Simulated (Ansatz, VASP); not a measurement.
P: VASP beside Ansatz

The input INCAR:

```
SYSTEM = P
PREC     = Accurate       ! precision mode
ENCUT    = 520            ! plane-wave cutoff, eV
EDIFF    = 1E-6           ! SCF threshold, eV
ISMEAR   = 0              ! smearing method
SIGMA    = 0.05           ! smearing width, eV
LREAL    = .FALSE.        ! projectors in reciprocal space
LASPH    = .TRUE.         ! aspherical terms in the spheres
NELM     = 60             ! most SCF steps
ALGO     = Normal         ! electronic algorithm
ISIF     = 2              ! what is computed and relaxed
LWAVE    = .FALSE.        ! write WAVECAR
LCHARG   = .FALSE.        ! write CHGCAR
LDIPOL   = .TRUE.       
IDIPOL   = 3            
DIPOL    = 0.5 0.5 0.390
GGA      = PE             ! functional
IVDW     = 12             ! dispersion correction
NBANDS   = 30             ! bands
```

Contents of KPOINTS:

```
Automatic mesh
0
G
  8 6 1
  0 0 0
```

File POSCAR:

```
P
1.0
    3.2961869629      0.0000000000      0.0000000000
    0.0000000000      4.4391557027      0.0000000000
    0.0000000000      0.0000000000     21.7461973615
P
8
Direct
    0.5000000000      0.9174951453      0.2069327306
    0.0000000000      0.5825048547      0.2069327306
    0.5000000000      0.0825048547      0.3045635322
    0.0000000000      0.4174951453      0.3045635322
    1.0000000000      0.2075048547      0.4751680723
    1.5000000000      0.5424951453      0.4751680723
    1.0000000000      1.0424951453      0.5727988740
    1.5000000000      0.7075048547      0.5727988740
```

Input for Ansatz:

```yaml
crystal:
  lattice:
    - [3.2961869629, 0.0, 0.0]
    - [0.0, 4.4391557027, 0.0]
    - [0.0, 0.0, 21.7461973615]
  atoms:
    - { symbol: P, position: [0.5, 0.9174951453, 0.2069327306] }
    - { symbol: P, position: [0.0, 0.5825048547, 0.2069327306] }
    - { symbol: P, position: [0.5, 0.0825048547, 0.3045635322] }
    - { symbol: P, position: [0.0, 0.4174951453, 0.3045635322] }
    - { symbol: P, position: [1.0, 0.2075048547, 0.4751680723] }
    - { symbol: P, position: [1.5, 0.5424951453, 0.4751680723] }
    - { symbol: P, position: [1.0, 1.0424951453, 0.572798874] }
    - { symbol: P, position: [1.5, 0.7075048547, 0.572798874] }
basis:
  ecutwfc: 420
kpoints:
  mp_grid: { grid: [8, 6, 1] }
hamiltonian:
  xc: pbe
  dispersion: d3bj
scf:
  occupations: { method: gaussian, width: 0.05 }
output:
  forces: true
  eigenvalues: true
efield:
  axis: 3
  dipole_correction: true
  ramp_width: 0.04
```

Alike in both runs: task single point; functional PBE; dispersion D3(BJ); k mesh 8 × 6 × 1; occupations gaussian, width 0.05 eV; no spin polarisation.

```csv
,VASP,Ansatz
version,VASP 6.6.1,Ansatz 0.2.0
potentials or method,"VASP PAW PBE potentials, release 64 (P), cutoff 520 eV","scalar-relativistic, plane waves, PAW"
valence electrons in the cell,40,40
```

Ansatz gave:

| Quantity | Value |
| --- | --- |
| gap on the k mesh at the Fermi level (eV) | 0.35 |
| least direct gap on the mesh (eV) | 0.35 |
| rms of the force components (eV/Å) | 0.047 |

Task: Which values does VASP return?

Result: gap on the k mesh at the Fermi level (eV): 0.37; least direct gap on the mesh (eV): 0.37; rms of the force components (eV/Å): 0.040.

Atom by atom the forces differ by 0.031 eV/Å (rms over components).
